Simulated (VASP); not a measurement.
# SiOs2 (I4_1/amd) in VASP: a series of runs

SiOs2 is run at these levels: PBE; tasks: single point.

Program: VASP 6.6.1. These are calculated values, not measurements. Logs are shortened: lines on timing, memory, paths and dates and some standing lists are left out, and cuts for length are marked.

## (1) The cell of the first run

Symmetry: I4_1/amd, No. 141, tetragonal system. Conventional cell: a = 2.893 Å, b = 2.893 Å, c = 20.334 Å, α = 90.00°, β = 90.00°, γ = 90.00°. Si (site symmetry -4m2) has 8 Os at 2.51 Å and 4 Si at 2.89 Å within 3.3 Å. Os (site symmetry 2mm) has 4 Si at 2.51 Å and 7 Os at 2.61 to 2.91 Å within 3.3 Å.

## (2) Single point, PBE

INCAR

```
SYSTEM = SiOs2
  PREC = Accurate
  ENCUT = 520
  EDIFF = 1E-7
  ISMEAR = 0
  SIGMA = 0.1
  LREAL = .False.
  LASPH = .True.
  NELM = 80
  ALGO = Normal
  ISIF = 2
  LWAVE = .False.
  LCHARG = .False.
  GGA = PE
  NBANDS = 29
```

KPOINTS

```
regular mesh
0
Gamma
  6 6 6
  0 0 0
```

POSCAR

```
SiOs2
1.0
   -1.4465779291      1.4465779291     10.1671332174
    1.4465779291     -1.4465779291     10.1671332174
    1.4465779291      1.4465779291    -10.1671332174
Si Os
2 4
Direct
    0.0000000000      0.0000000000      0.0000000000
    0.7500000000      0.2500000000      0.5000000000
    0.4285456932      0.4285456932      0.0000000000
    0.1785456932      0.6785456932      0.5000000000
    0.3214543068      0.8214543068      0.5000000000
    0.5714543068      0.5714543068      0.0000000000
```

Potentials or basis: VASP PAW PBE potentials, release 64 (Si, Os).

The run is started by

```
> cat potpaw_PBE.64/Si/POTCAR potpaw_PBE.64/Os/POTCAR > POTCAR
> mpirun -np 1 vasp_std > vasp.out
```

OUTCAR:

```text
SYSTEM = SiOs2
   PREC = Accurate
   ENCUT = 520
   EDIFF = 1E-7
   ISMEAR = 0
   LREAL = .False.
   LASPH = .True.
   NELM = 80
   ISIF = 2
   GGA = PE

 ion  position               nearest neighbor table
   1  0.000  0.000  0.000-   6 2.51   6 2.51   6 2.51   3 2.51   6 2.51   3 2.51   3 2.51   3 2.51

   2  0.750  0.250  0.500-   5 2.51   5 2.51   5 2.51   4 2.51   5 2.51   4 2.51   4 2.51   4 2.51

   3  0.429  0.429  0.000-   1 2.51   1 2.51   1 2.51   1 2.51   5 2.61   5 2.61   6 2.91
   4  0.179  0.679  0.500-   2 2.51   2 2.51   2 2.51   2 2.51   6 2.61   6 2.61   5 2.91
   5  0.321  0.821  0.500-   2 2.51   2 2.51   2 2.51   2 2.51   3 2.61   3 2.61   4 2.91
   6  0.571  0.571  0.000-   1 2.51   1 2.51   1 2.51   1 2.51   4 2.61   4 2.61   3 2.91

  LATTYP: Found a body centered tetragonal cell.
 ALAT       =     2.8931558582
 C/A-ratio  =     7.0284033877

  Lattice vectors:

 A1 = (  -1.4465779291,   1.4465779291,  10.1671332174)
 A2 = (   1.4465779291,  -1.4465779291,  10.1671332174)
 A3 = (   1.4465779291,   1.4465779291, -10.1671332174)

Analysis of symmetry for initial positions (statically):
=====================================================================
 Subroutine PRICEL returns:
 Original cell was already a primitive cell.

 Routine SETGRP: Setting up the symmetry group for a
 body centered tetragonal supercell.

 Subroutine GETGRP returns: Found 16 space group operations
 (whereof  8 operations were pure point group operations)
 out of a pool of 16 trial point group operations.

The static configuration has the point symmetry D_2d.
 The point group associated with its full space group is D_4h.

Analysis of symmetry for dynamics (positions and initial velocities):
=====================================================================
 Subroutine PRICEL returns:
 Original cell was already a primitive cell.

 Routine SETGRP: Setting up the symmetry group for a
 body centered tetragonal supercell.

 Subroutine GETGRP returns: Found 16 space group operations
 (whereof  8 operations were pure point group operations)
 out of a pool of 16 trial point group operations.

The dynamic configuration has the point symmetry D_2d.
 The point group associated with its full space group is D_4h.

 Subroutine INISYM returns: Found 16 space group operations
 (whereof  8 operations are pure point group operations),
 and found     1 'primitive' translations

----------------------------------------------------------------------------------------

                                     Primitive cell

  volume of cell :      85.1025

  direct lattice vectors                    reciprocal lattice vectors
    -1.446577929  1.446577929 10.167133217     0.000000000  0.345643321  0.049178071
     1.446577929 -1.446577929 10.167133217     0.345643321  0.000000000  0.049178071
     1.446577929  1.446577929-10.167133217     0.345643321  0.345643321  0.000000000

  length of vectors
    10.370909954 10.370909954 10.370909954     0.349124316  0.349124316  0.488813473

  position of ions in fractional coordinates (direct lattice)
     0.000000000  0.000000000  0.000000000
     0.750000000  0.250000000  0.500000000
     0.428545693  0.428545693  0.000000000
     0.178545693  0.678545693  0.500000000
     0.321454307  0.821454307  0.500000000
     0.571454307  0.571454307  0.000000000

  ion indices of the primitive-cell ions
   primitive index   ion index
                 1           1
                 2           2
                 3           3
                 4           4
                 5           5
                 6           6

----------------------------------------------------------------------------------------

 KPOINTS: regular mesh

Automatic generation of k-mesh.
 Grid dimensions read from file:
 generate k-points for:    6    6    6

 Generating k-lattice:

  Cartesian coordinates                     Fractional coordinates (reciprocal lattice)
     0.000000000  0.057607220  0.008196345     0.166666667  0.000000000  0.000000000
     0.057607220  0.000000000  0.008196345     0.000000000  0.166666667  0.000000000
     0.057607220  0.057607220  0.000000000     0.000000000  0.000000000  0.166666667

  Length of vectors
     0.058187386  0.058187386  0.081468912

  Shift w.r.t. Gamma in fractional coordinates (k-lattice)
     0.000000000  0.000000000  0.000000000

 Subroutine IBZKPT returns following result:
 ===========================================

 Found     30 irreducible k-points:

 Following reciprocal coordinates:
            Coordinates               Weight
  0.000000  0.000000  0.000000      1.000000
  0.166667  0.000000 -0.000000      8.000000
  0.333333  0.000000 -0.000000      8.000000
  0.500000  0.000000  0.000000      4.000000
  0.166667  0.166667 -0.000000      8.000000
  0.333333  0.166667 -0.000000     16.000000
[... 16 lines left out ...]
 -0.333333 -0.333333  0.166667      8.000000
 -0.166667 -0.333333  0.166667      8.000000
 [... further k-points ...]
   k-points           NKPTS =     30   k-points in BZ     NKDIM =     30   number of bands    NBANDS=     29
   number of dos      NEDOS =    301   number of ions     NIONS =      6
   total plane-waves  NPLWV = 512000
   dimension x,y,z NGX =    80 NGY =   80 NGZ =   80
   dimension x,y,z NGXF=   160 NGYF=  160 NGZF=  160
   ions per type =               2   4
   NGX,Y,Z   is equivalent  to a cutoff of  12.82, 12.82, 12.82 a.u.
   NGXF,Y,Z  is equivalent  to a cutoff of  25.65, 25.65, 25.65 a.u.
 SYSTEM =  SiOs2
   PREC   = accura    normal or accurate (medium, high low for compatibility)
   ISTART =      0    job   : 0-new  1-cont  2-samecut
   ICHARG =      2    charge: 1-file 2-atom 10-const
   ISPIN  =      1    spin polarized calculation?
   LNONCOLLINEAR =      F non collinear calculations
   LSORBIT =      F    spin-orbit coupling
   LASPH  =      T    aspherical Exc in radial PAW
   ENCUT  =  520.0 eV  38.22 Ry    6.18 a.u.  19.28 19.28 19.28*2*pi/ulx,y,z
   NELM   =     80;   NELMIN=  2; NELMDL= -5     # of ELM steps
   EDIFF  = 0.1E-06   stopping-criterion for ELM
   LREAL  =      F    real-space projection
   EDIFFG = 0.1E-05   stopping-criterion for IOM
   NSW    =      0    number of steps for IOM
   IBRION =     -1    ionic relax: 0-MD 1-quasi-New 2-CG
   NFREE  =      0    steps in history (QN), initial steepest desc. (CG)
   ISIF   =      2    stress and relaxation
   ISYM   =      2    0-nonsym 1-usesym 2-fastsym
   POTIM  = 0.5000    time-step for ionic-motion
   TEBEG  =    0.0;   TEEND  =   0.0 temperature during run
   PSTRESS=    0.0 pullay stress
   NELECT =      40.0000    total number of electrons
   NUPDOWN=      -1.0000    fix difference up-down
   EMIN   =  10.00;   EMAX   =-10.00  energy-range for DOS
   EFERMI =   0.00;   METHOD = LEGACY
   ISMEAR =     0;   SIGMA  =   0.10  broadening in eV -4-tet -1-fermi 0-gaus
   EFERMI_NEDOS =   21; number of points for ismear=-14 and -15
   IALGO  =     38    algorithm
   IMIX   =      4    mixing-type and parameters
     AMIX     =   0.40;   BMIX     =  1.00
     AMIX_MAG =   1.60;   BMIX_MAG =  1.00
  volume/ion in A,a.u.               =      14.18        95.72
  Fermi-wavevector in a.u.,A,eV,Ry     =   1.272860  2.405357 22.043800  1.620174
  Thomas-Fermi vector in A             =   2.405716
   LORBIT       =      0    0 simple, 1 ext, 2 COOP (PROOUT), +10 PAW based schemes
   GGA     = PE    functional components
   LHFCALC =     F    Hartree Fock is set to
   AEXX    =    0.0000 exact exchange contribution
   IVDW    =     0    specifies the selected vdW correction
   LEPSILON=     F    determine dielectric tensor
   LRPA    =     F    only Hartree local field effects (RPA)
 non-spin polarized calculation
 Gauss-broadening in eV      SIGMA  =   0.10
  energy-cutoff  :      520.00
  volume of cell :       85.10
 maximum number of plane-waves:      2318
 NGX is ok and might be reduce to    80
   NGX = 39   NGY = 39   NGZ = 39

 number of electron      40.0000000 magnetization

 Free energy of the ion-electron system (eV)
  ---------------------------------------------------
  ext. energy  EPLUGINS =         0.00000000
  ---------------------------------------------------
  free energy    TOTEN  =       -55.10418316 eV

  energy without entropy =      -55.07159893  energy(sigma->0) =      -55.08789104

 E-fermi :   8.9650     XC(G=0): -12.9994

 val. band max:        8.9612850014   @ k =  -0.1667   0.1667   0.0000
 cond. band min:       8.9666744244   @ k =  -0.3333   0.5000   0.3333
 fundamental gap:      0.0053894230
 Fermi energy:         8.9649903254

 k-point     1 :       0.0000    0.0000    0.0000
  band No.  band energies     occupation
      1      -3.5909      2.00000
      2      -2.9473      2.00000
      3       0.5183      2.00000
      4       1.7886      2.00000
      5       3.6453      2.00000
      6       4.1629      2.00000
[... 21 lines left out ...]
     28      15.4022      0.00000
     29      15.5940      0.00000

 k-point     2 :       0.1667    0.0000   -0.0000
  band No.  band energies     occupation
      1      -3.0527      2.00000
      2      -2.5384      2.00000
      3       1.2183      2.00000
      4       2.3598      2.00000
      5       3.8452      2.00000
      6       3.9605      2.00000
[... 21 lines left out ...]
     28      14.4785      0.00000
     29      15.9421      0.00000

 k-point     3 :       0.3333    0.0000   -0.0000
  band No.  band energies     occupation
      1      -1.6544      2.00000
      2      -1.4443      2.00000
      3       2.0606      2.00000
      4       2.6506      2.00000
      5       3.1243      2.00000
      6       3.5967      2.00000
[... 638 lines left out ...]
      5       4.1901      2.00000
      6       4.2164      2.00000
[... 21 lines left out ...]
     28      14.1848      0.00000
     29      14.9877      0.00000

 k-point    24 :      -0.1667   -0.3333    0.1667
  band No.  band energies     occupation
      1      -2.9938      2.00000
      2      -2.6186      2.00000
      3       1.3652      2.00000
      4       2.1883      2.00000
      5       3.8151      2.00000
      6       4.0566      2.00000
[... 21 lines left out ...]
     28      14.6355      0.00000
     29      15.6812      0.00000

 [... further k-points ...]

------------------------ aborting loop because EDIFF is reached ----------------------------------------

  FORCE on cell =-STRESS in cart. coord.  units (eV):
  Direction    XX          YY          ZZ          XY          YZ          ZX
  --------------------------------------------------------------------------------------
  -------------------------------------------------------------------------------------
  Total        0.2211263      0.2211263      0.1323365      0.0000000     -0.0000000      0.0000000
  in kB        4.1630235      4.1630235      2.4914263      0.0000000     -0.0000000      0.0000000
  external PRESSURE =       3.6058245 kB  Pullay stress =       0.0000000 kB

 VOLUME and BASIS-vectors are now :
 -----------------------------------------------------------------------------
  energy-cutoff  :      520.00
  volume of cell :       85.10
      direct lattice vectors                 reciprocal lattice vectors
    -1.446577929  1.446577929 10.167133217     0.000000000  0.345643321  0.049178071
     1.446577929 -1.446577929 10.167133217     0.345643321  0.000000000  0.049178071
     1.446577929  1.446577929-10.167133217     0.345643321  0.345643321  0.000000000

 POSITION                                       TOTAL-FORCE (eV/Angst)
 -----------------------------------------------------------------------------------
      0.00000      0.00000      0.00000        -0.000000     -0.000000      0.000000
      0.00000      1.44658      5.08357        -0.000000     -0.000000     -0.000000
      0.00000      0.00000      8.71416         0.000000      0.000000     -0.054747
      1.44658      0.00000      3.63060         0.000000      0.000000     -0.054747
      1.44658      0.00000      6.53654        -0.000000     -0.000000      0.054747
      0.00000      0.00000     11.62010        -0.000000     -0.000000      0.054747
 -----------------------------------------------------------------------------------
    total drift:                                0.000000      0.000000     -0.000000

  FREE ENERGIE OF THE ION-ELECTRON SYSTEM (eV)
  ---------------------------------------------------
  free  energy   TOTEN  =       -55.1041831591 eV

  energy  without entropy=      -55.0715989302  energy(sigma->0) =      -55.08789104
```

Wall time 27 min (1 thread of Intel Xeon 8259CL, shared host); peak memory 0.95 GiB.

Results:

```yaml
Free_energy: -55.1042 eV
Pressure: 0.4 GPa
Largest_force: 0.055 eV/Å
Band_gap_on_the_k_mesh: zero (bands 20 and 21 overlap by 2.50 eV)
```

Forces on the atoms (eV/Å):
```
Si   0.000  0.000  0.000
Si   0.000  0.000  0.000
Os   0.000  0.000 -0.055
Os   0.000  0.000 -0.055
Os   0.000  0.000  0.055
Os   0.000  0.000  0.055
```

Levels at points of the mesh, in eV from the Fermi level:
```
           k point  band 18  band 19  band 20  band 21  band 22  band 23
(0.00, 0.00, 0.00)    -0.13     0.25     0.49     0.49     0.49     0.84
(0.50, 0.00, 0.00)    -1.18    -0.47    -0.47     0.07     1.40     1.94
(0.50, 0.50, 0.00)     0.78     2.26     2.26     2.38     2.38     2.55
(0.50, 0.50, 0.50)    -1.36     0.34     0.34     1.00     1.00     1.23
```

Caveat: the k points lie up to 0.37 Å⁻¹ apart, too coarse for converged energies and pressures of a metal; spin-orbit coupling is left out, which moves the levels of the heavy elements.

## (3) Single point, PBE

This run uses another cell than the first one, of 14.00 Å³/atom.

INCAR

```
PREC = Accurate
ENCUT = 520
EDIFF = 1E-6
ISMEAR = 0
SIGMA = 0.1
LREAL = False
LASPH = True
NELM = 60
ALGO = Fast
ISIF = 2
LWAVE = False
LCHARG = False
GGA = PE
NBANDS = 29
```

KPOINTS

```
Automatic mesh
0
Gamma
  8 8 8
```

POSCAR

```
SiOs2
1.0
   -1.8213220532      1.8213220532      6.3326917537
    1.8213220532     -1.8213220532      6.3326917537
    1.8213220532      1.8213220532     -6.3326917537
Si Os
2 4
Direct
    0.0000000000      0.0000000000      0.0000000000
    0.7500000000      0.2500000000      0.5000000000
    0.4165000000      0.4165000000      0.0000000000
    0.1665000000      0.6665000000      0.5000000000
    0.3335000000      0.8335000000      0.5000000000
    0.5835000000      0.5835000000      0.0000000000
```

Potentials or basis: VASP PAW PBE potentials, release 64 (Si, Os).

The run is started by

```
> cat potpaw_PBE.64/Si/POTCAR potpaw_PBE.64/Os/POTCAR > POTCAR
> mpirun -np 1 vasp_std > vasp.out
```

It took 17 min on 1 thread of Intel Xeon 8259CL, shared host; peak memory 0.45 GiB.

Results (log left out):

| Property | Result |
| --- | --- |
| Free energy | -42.1903 eV |
| Pressure | 95.6 GPa |
| Largest force | 0.566 eV/Å |
| Band gap on the k mesh | zero (bands 20 and 21 overlap by 0.31 eV) |

Forces on the atoms (eV/Å):
```
Si   0.000  0.000  0.000
Si   0.000  0.000  0.000
Os   0.000  0.000  0.566
Os   0.000  0.000  0.566
Os   0.000  0.000 -0.566
Os   0.000  0.000 -0.566
```

Stress tensor (GPa, compression positive):
```
 73.27   0.00   0.00
  0.00  73.27   0.00
  0.00   0.00 140.27
```

Levels at points of the mesh, in eV from the Fermi level:
```
           k point  band 16  band 17  band 18  band 19  band 20  band 21  band 22  band 23  band 24  band 25
(0.00, 0.00, 0.00)    -2.43    -1.96    -1.96    -1.84    -1.06    -0.22     2.11     2.40     2.40     3.36
(0.50, 0.00, 0.00)    -3.05    -2.95    -1.11    -1.01    -0.56     0.59     0.68     1.56     2.28     3.52
(0.50, 0.50, 0.00)    -1.31    -0.81    -0.81    -0.57    -0.57     0.24     0.24     1.21     1.21     2.24
(0.50, 0.50, 0.50)    -2.27    -1.86    -1.86    -0.77    -0.77     0.90     0.90     0.97     0.97     2.41
```

Caveat: the stress differs along the axes, from 73 to 140 GPa; spin-orbit coupling is left out, which moves the levels of the heavy elements.

The gap in the log of VASP goes by the Fermi energy; the results here count the filled bands.